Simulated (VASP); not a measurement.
Here is a VASP 6.6.1 calculation.

Contents of INCAR:

```
SYSTEM = HfO2
PREC = Accurate ; ENCUT = 520
EDIFF = 1E-6 ; ISMEAR = 0
SIGMA = 0.05 ; LREAL = .FALSE.
LASPH = .TRUE. ; NELM = 80
ALGO = Normal ; ISIF = 2
LWAVE = .FALSE. ; LCHARG = .FALSE.
GGA = PE ; NBANDS = 31
```

The input KPOINTS:

```
regular mesh
0
G
  6 6 8
  0 0 0
```

Contents of POSCAR:

```
HfO2
1.0
    4.9217291452      0.0000000000      0.0000000000
    0.0000000000      4.9217291452      0.0000000000
    0.0000000000      0.0000000000      3.2647640994
Hf O
2 4
Direct
    0.0000000000      0.0000000000     -0.0626951577
    0.5000000000      0.5000000000      0.5626951577
    0.1948161092      0.8051838908      0.4798800679
    0.3051838908      0.3051838908      0.0201199321
    0.6948161092      0.6948161092      0.0201199321
    0.8051838908      0.1948161092      0.4798800679
```

Potentials or basis: VASP PAW PBE potentials, release 64 (Hf_pv, O).

Launch:

```bash
$ cat potpaw_PBE.64/Hf_pv/POTCAR potpaw_PBE.64/O/POTCAR > POTCAR
$ mpirun -np 1 vasp_std > vasp.out
```

Question: What does it give for the band gap on the k mesh?

Answer: 3.99 eV, direct.

Question: Predict the pressure.

Answer: -6.1 GPa.

Forces on the atoms (eV/Å):
```
Hf   0.000  0.000  1.103
Hf   0.000  0.000 -1.103
O    0.175 -0.175  0.169
O   -0.175 -0.175 -0.169
O    0.175  0.175 -0.169
O   -0.175  0.175  0.169
```

Caveat: spin-orbit coupling is left out, which moves the levels of the heavy elements; forces of over 1 eV/Å act on the atoms, so gaps and moduli don't describe the material at rest. A k mesh can miss the band edges.
